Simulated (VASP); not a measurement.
# Mg (P6_3/mmc) in VASP: a series of runs

Runs on Mg. Level: PBE. Tasks: single point, relaxation of cell and atoms.

All numbers are computed with VASP 6.6.1; they aren't measurements. Logs are shortened: lines on timing, memory, paths and dates and some standing lists are left out, and cuts for length are marked.

## (1) The cell of the first run

The structure is hexagonal, space group P6_3/mmc (No. 194). Conventional cell: a = 3.208 Å, b = 3.208 Å, c = 5.144 Å, α = 90.00°, β = 90.00°, γ = 120.00°. Mg (site symmetry -6m2) has 12 Mg at 3.17 to 3.21 Å within 4.2 Å.

## (2) Single point, PBE

File INCAR:

```
ALGO = Normal
EDIFF = 1E-6
ENCUT = 520
GGA = PE
ISIF = 2
ISMEAR = 0
LASPH = True
LCHARG = True
LELF = True
LREAL = False
LVHAR = True
LWAVE = False
NBANDS = 9
NELM = 60
PREC = Accurate
SIGMA = 0.1
```

File KPOINTS:

```
k-points
0
Gamma
  18 18 8
```

File POSCAR:

```
Mg
1.0
    3.2084676347      0.0000000000      0.0000000000
   -1.6042338173      2.7786144789      0.0000000000
    0.0000000000      0.0000000000      5.1442212926
Mg
2
Direct
    0.3333333333      0.6666666667      0.2500000000
    0.6666666667      0.3333333333      0.7500000000
```

Potentials or basis: VASP PAW PBE potentials, release 64 (Mg).

Launch:

```
$ cat potpaw_PBE.64/Mg/POTCAR > POTCAR
$ mpirun -np 1 vasp_std > vasp.out
```

OUTCAR:

```text
EDIFF = 1E-6
   ENCUT = 520
   GGA = PE
   ISIF = 2
   ISMEAR = 0
   LASPH = True
   LREAL = False
   NELM = 60
   PREC = Accurate

 ion  position               nearest neighbor table
   1  0.333  0.667  0.250-   2 3.17   2 3.17   2 3.17   2 3.17   2 3.17   2 3.17
   2  0.667  0.333  0.750-   1 3.17   1 3.17   1 3.17   1 3.17   1 3.17   1 3.17

  LATTYP: Found a hexagonal cell.
 ALAT       =     3.2084676347
 C/A-ratio  =     1.6033265341

  Lattice vectors:

 A1 = (   3.2084676347,   0.0000000000,   0.0000000000)
 A2 = (  -1.6042338173,   2.7786144789,   0.0000000000)
 A3 = (   0.0000000000,   0.0000000000,   5.1442212926)

Analysis of symmetry for initial positions (statically):
=====================================================================
 Subroutine PRICEL returns:
 Original cell was already a primitive cell.

 Routine SETGRP: Setting up the symmetry group for a
 hexagonal supercell.

 Subroutine GETGRP returns: Found 24 space group operations
 (whereof 12 operations were pure point group operations)
 out of a pool of 24 trial point group operations.

The static configuration has the point symmetry D_3d.
 The point group associated with its full space group is D_6h.

Analysis of symmetry for dynamics (positions and initial velocities):
=====================================================================
 Subroutine PRICEL returns:
 Original cell was already a primitive cell.

 Routine SETGRP: Setting up the symmetry group for a
 hexagonal supercell.

 Subroutine GETGRP returns: Found 24 space group operations
 (whereof 12 operations were pure point group operations)
 out of a pool of 24 trial point group operations.

The dynamic configuration has the point symmetry D_3d.
 The point group associated with its full space group is D_6h.

 Subroutine INISYM returns: Found 24 space group operations
 (whereof 12 operations are pure point group operations),
 and found     1 'primitive' translations

----------------------------------------------------------------------------------------

                                     Primitive cell

  volume of cell :      45.8612

  direct lattice vectors                    reciprocal lattice vectors
     3.208467635  0.000000000  0.000000000     0.311675265  0.179945798  0.000000000
    -1.604233817  2.778614479  0.000000000     0.000000000  0.359891596  0.000000000
     0.000000000  0.000000000  5.144221293     0.000000000  0.000000000  0.194392881

  length of vectors
     3.208467635  3.208467635  5.144221293     0.359891596  0.359891596  0.194392881

  position of ions in fractional coordinates (direct lattice)
     0.333333333  0.666666667  0.250000000
     0.666666667  0.333333333  0.750000000

  ion indices of the primitive-cell ions
   primitive index   ion index
                 1           1
                 2           2

----------------------------------------------------------------------------------------

 KPOINTS: k-points

Automatic generation of k-mesh.
 Grid dimensions read from file:
 generate k-points for:   18   18    8

 Generating k-lattice:

  Cartesian coordinates                     Fractional coordinates (reciprocal lattice)
     0.017315292  0.009996989  0.000000000     0.055555556  0.000000000  0.000000000
     0.000000000  0.019993978  0.000000000     0.000000000  0.055555556  0.000000000
     0.000000000  0.000000000  0.024299110     0.000000000  0.000000000  0.125000000

  Length of vectors
     0.019993978  0.019993978  0.024299110

  Shift w.r.t. Gamma in fractional coordinates (k-lattice)
     0.000000000  0.000000000  0.000000000

 Subroutine IBZKPT returns following result:
 ===========================================

 Found    185 irreducible k-points:

 Following reciprocal coordinates:
            Coordinates               Weight
  0.000000  0.000000  0.000000      1.000000
  0.055556  0.000000  0.000000      6.000000
  0.111111  0.000000  0.000000      6.000000
  0.166667 -0.000000  0.000000      6.000000
  0.222222  0.000000  0.000000      6.000000
  0.277778  0.000000  0.000000      6.000000
[... 16 lines left out ...]
  0.333333  0.111111  0.000000     12.000000
  0.388889  0.111111  0.000000     12.000000
 [... further k-points ...]
   k-points           NKPTS =    185   k-points in BZ     NKDIM =    185   number of bands    NBANDS=      9
   number of dos      NEDOS =    301   number of ions     NIONS =      2
   total plane-waves  NPLWV =  23040
   dimension x,y,z NGX =    24 NGY =   24 NGZ =   40
   dimension x,y,z NGXF=    48 NGYF=   48 NGZF=   80
   ions per type =               2
   NGX,Y,Z   is equivalent  to a cutoff of  12.44, 12.44, 12.93 a.u.
   NGXF,Y,Z  is equivalent  to a cutoff of  24.87, 24.87, 25.85 a.u.
 SYSTEM =  unknown system
   PREC   = accura    normal or accurate (medium, high low for compatibility)
   ISTART =      0    job   : 0-new  1-cont  2-samecut
   ICHARG =      2    charge: 1-file 2-atom 10-const
   ISPIN  =      1    spin polarized calculation?
   LNONCOLLINEAR =      F non collinear calculations
   LSORBIT =      F    spin-orbit coupling
   LASPH  =      T    aspherical Exc in radial PAW
   ENCUT  =  520.0 eV  38.22 Ry    6.18 a.u.   5.97  5.97  9.56*2*pi/ulx,y,z
   NELM   =     60;   NELMIN=  2; NELMDL= -5     # of ELM steps
   EDIFF  = 0.1E-05   stopping-criterion for ELM
   LREAL  =      F    real-space projection
[... 7 lines left out ...]
   TEBEG  =    0.0;   TEEND  =   0.0 temperature during run
   PSTRESS=    0.0 pullay stress
   NELECT =       4.0000    total number of electrons
   NUPDOWN=      -1.0000    fix difference up-down
   EMIN   =  10.00;   EMAX   =-10.00  energy-range for DOS
   EFERMI =   0.00;   METHOD = LEGACY
   ISMEAR =     0;   SIGMA  =   0.10  broadening in eV -4-tet -1-fermi 0-gaus
   EFERMI_NEDOS =   21; number of points for ismear=-14 and -15
   IALGO  =     38    algorithm
   IMIX   =      4    mixing-type and parameters
     AMIX     =   0.40;   BMIX     =  1.00
     AMIX_MAG =   1.60;   BMIX_MAG =  1.00
  volume/ion in A,a.u.               =      22.93       154.74
  Fermi-wavevector in a.u.,A,eV,Ry     =   0.726016  1.371972  7.171624  0.527099
  Thomas-Fermi vector in A             =   1.816883
   LORBIT       =      0    0 simple, 1 ext, 2 COOP (PROOUT), +10 PAW based schemes
   GGA     = PE    functional components
   LHFCALC =     F    Hartree Fock is set to
   AEXX    =    0.0000 exact exchange contribution
   IVDW    =     0    specifies the selected vdW correction
   LEPSILON=     F    determine dielectric tensor
   LRPA    =     F    only Hartree local field effects (RPA)
 non-spin polarized calculation
 Gauss-broadening in eV      SIGMA  =   0.10
  energy-cutoff  :      520.00
  volume of cell :       45.86
 maximum number of plane-waves:      1260
 NGX is ok and might be reduce to    24
   NGX = 11   NGY = 11   NGZ = 19

 number of electron       4.0000000 magnetization

 Free energy of the ion-electron system (eV)
  ---------------------------------------------------
  ext. energy  EPLUGINS =         0.00000000
  ---------------------------------------------------
  free energy    TOTEN  =        -3.01591943 eV

  energy without entropy =       -3.01132231  energy(sigma->0) =       -3.01362087

 E-fermi :   2.6492     XC(G=0):  -8.4945

 val. band max:        2.6421891428   @ k =   0.3889   0.1111   0.3750
 cond. band min:       2.6613206763   @ k =   0.2778   0.1667   0.1250
 fundamental gap:      0.0191315335
 Fermi energy:         2.6492329200

 k-point     1 :       0.0000    0.0000    0.0000
  band No.  band energies     occupation
      1      -4.2972      2.00000
      2       1.0193      2.00000
      3       1.5144      2.00000
      4      13.4530      0.00000
      5      13.4530      0.00000
      6      13.5390      0.00000
      7      13.5390      0.00000
      8      14.5311      0.00000
      9      15.9387      0.00000

 k-point     2 :       0.0556    0.0000    0.0000
  band No.  band energies     occupation
      1      -4.2369      2.00000
      2       1.0744      2.00000
      3       1.5730      2.00000
      4      12.0359      0.00000
      5      12.6360      0.00000
      6      13.4302      0.00000
      7      14.4449      0.00000
      8      15.2195      0.00000
      9      16.6224      0.00000

 k-point     3 :       0.1111    0.0000    0.0000
  band No.  band energies     occupation
      1      -4.0561      2.00000
      2       1.2395      2.00000
      3       1.7478      2.00000
      4      10.3401      0.00000
      5      11.8763      0.00000
      6      12.6895      0.00000
      7      15.0907      0.00000
      8      15.4264      0.00000
      9      15.4281      0.00000

 k-point     4 :       0.1667   -0.0000    0.0000
  band No.  band energies     occupation
      1      -3.7557      2.00000
      2       1.5148      2.00000
      3       2.0356      2.00000
      4       8.6824      0.00000
      5      11.2177      0.00000
      6      11.8784      0.00000
      7      13.4543      0.00000
      8      14.4537      0.00000
      9      15.8543      0.00000
[... 205 lines left out ...]
 k-point    22 :       0.2778    0.1111    0.0000
  band No.  band energies     occupation
      1      -1.9726      2.00000
      2       3.1691      0.00000
      3       3.4265      0.00000
      4       4.6610      0.00000
      5       7.3208      0.00000
      6       9.1652      0.00000
      7      10.1607      0.00000
      8      12.2204      0.00000
      9      13.1180      0.00000

 k-point    23 :       0.3333    0.1111    0.0000
  band No.  band energies     occupation
      1      -1.2105      2.00000
      2       2.8004      0.03255
      3       3.8860      0.00000
      4       4.6873      0.00000
      5       6.9697      0.00000
      6       7.8971      0.00000
      7       9.0967      0.00000
      8      11.9302      0.00000
      9      12.8775      0.00000

 k-point    24 :       0.3889    0.1111    0.0000
  band No.  band energies     occupation
      1      -0.3397      2.00000
      2       1.6991      2.00000
      3       4.7089      0.00000
      4       5.3419      0.00000
      5       6.6064      0.00000
      6       6.7415      0.00000
      7       8.2801      0.00000
      8      11.7571      0.00000
      9      12.7310      0.00000

 [... further k-points ...]

------------------------ aborting loop because EDIFF is reached ----------------------------------------

  FORCE on cell =-STRESS in cart. coord.  units (eV):
  Direction    XX          YY          ZZ          XY          YZ          ZX
  --------------------------------------------------------------------------------------
  -------------------------------------------------------------------------------------
  Total       -0.0336853     -0.0336853     -0.0350750     -0.0000000     -0.0000000      0.0000000
  in kB       -1.1768074     -1.1768074     -1.2253571     -0.0000000     -0.0000000      0.0000000
  external PRESSURE =      -1.1929907 kB  Pullay stress =       0.0000000 kB

 VOLUME and BASIS-vectors are now :
 -----------------------------------------------------------------------------
  energy-cutoff  :      520.00
  volume of cell :       45.86
      direct lattice vectors                 reciprocal lattice vectors
     3.208467635  0.000000000  0.000000000     0.311675265  0.179945798  0.000000000
    -1.604233817  2.778614479  0.000000000     0.000000000  0.359891596  0.000000000
     0.000000000  0.000000000  5.144221293     0.000000000  0.000000000  0.194392881

 POSITION                                       TOTAL-FORCE (eV/Angst)
 -----------------------------------------------------------------------------------
     -0.00000      1.85241      1.28606        -0.000000      0.000000      0.000000
      1.60423      0.92620      3.85817         0.000000     -0.000000      0.000000
 -----------------------------------------------------------------------------------
    total drift:                                0.000000     -0.000000      0.000000

  FREE ENERGIE OF THE ION-ELECTRON SYSTEM (eV)
  ---------------------------------------------------
  free  energy   TOTEN  =        -3.0159194252 eV

  energy  without entropy=       -3.0113223053  energy(sigma->0) =       -3.01362087
```

Run time: 53 s. Hardware: 1 thread of Intel Xeon 8259CL, shared host; peak memory 0.21 GiB.

What came out:

* Free energy: -3.0159 eV
* Pressure: -0.1 GPa
* Band gap on the k mesh: zero (bands 2 and 3 overlap by 2.15 eV)

Levels at points of the mesh, in eV from the Fermi level:
| k point | band 1 | band 2 | band 3 | band 4 | band 5 | band 6 | band 7 |
| --- | --- | --- | --- | --- | --- | --- | --- |
| (0.00, 0.00, 0.00) | -6.95 | -1.63 | -1.13 | 10.80 | 10.80 | 10.89 | 10.89 |
| (0.50, 0.00, 0.00) | -2.19 | -2.18 | 2.67 | 3.04 | 3.36 | 3.74 | 6.75 |
| (0.00, 0.00, 0.50) | -5.53 | -5.53 | 5.22 | 5.22 | 11.56 | 11.56 | 11.56 |
| (0.50, 0.00, 0.50) | -1.13 | -1.13 | -0.47 | -0.47 | 7.94 | 7.94 | 8.03 |

## (3) Relaxation of cell and atoms, PBE

This run uses another cell than the first one, of 23.24 Å³/atom.

File INCAR:

```
PREC = Accurate
ENCUT = 600
EDIFF = 1E-6
ISMEAR = 0
SIGMA = 0.1
LREAL = False
LASPH = True
NELM = 80
ALGO = Fast
ISIF = 3
LWAVE = False
LCHARG = False
GGA = PE
IBRION = 2
NSW = 100
EDIFFG = -0.005
```

File KPOINTS:

```
Automatic mesh
0
Gamma
  18 18 8
```

File POSCAR:

```
Mg
1.0
    3.2092715325      0.0000000000      0.0000000000
   -1.6046357662      2.7793106748      0.0000000000
    0.0000000000      0.0000000000      5.2103300000
Mg
2
Direct
    0.3333333333      0.6666666667      0.2500000000
    0.6666666667      0.3333333333      0.7500000000
```

Potentials or basis: VASP PAW PBE potentials, release 64 (Mg).

Launch:

```
$ cat potpaw_PBE.64/Mg/POTCAR > POTCAR
$ mpirun -np 1 vasp_std > vasp.out
```

Run time: 2.7 min. Hardware: 1 thread of Intel Xeon 8259CL, shared host; peak memory 0.24 GiB.

It converged, with:

| Quantity | Value |
| --- | --- |
| Free energy | -3.0161 eV |
| Relaxed volume | 22.85 Å³/atom |
| Relaxed cell | a = 3.205 Å, b = 3.205 Å, c = 5.137 Å, α = 90.00°, β = 90.00°, γ = 120.00° |
| Space group after relaxing (to 0.1 Å) | P6_3/mmc (No. 194) |
| Energy gained by relaxing | 1.0 meV/atom |
| Ionic steps | 5 |
| Pressure after relaxing | 0.0 GPa |
| Band gap on the k mesh | zero (bands 2 and 3 overlap by 2.15 eV) |

Step by step:
```tsv
step	energy change (eV)	largest force (eV/Å)	pressure (GPa)	volume (Å³)
1	0.0000	0.0000	-0.58	46.47
2	-0.0016	0.0000	-0.16	45.91
3	-0.0018	0.0000	0.05	45.64
4	-0.0020	0.0000	0.04	45.66
5	-0.0021	0.0000	0.00	45.71
```

Final structure:
```
Mg
1.0
     3.20540    0.00000    0.00000
    -1.60270    2.77596    0.00000
     0.00000    0.00000    5.13695
Mg
2
Direct
  0.33333 0.66667 0.25000
  0.66667 0.33333 0.75000
```

Levels at points of the mesh, in eV from the Fermi level:
```
           k point  band 1  band 2  band 3  band 4  band 5
(0.00, 0.00, 0.00)   -6.96   -1.63   -1.13   10.82   10.82
(0.50, 0.00, 0.00)   -2.19   -2.19    2.68    3.04    3.37
(0.00, 0.00, 0.50)   -5.54   -5.54    5.24    5.24   11.58
(0.50, 0.00, 0.50)   -1.13   -1.13   -0.47   -0.47    7.96
```
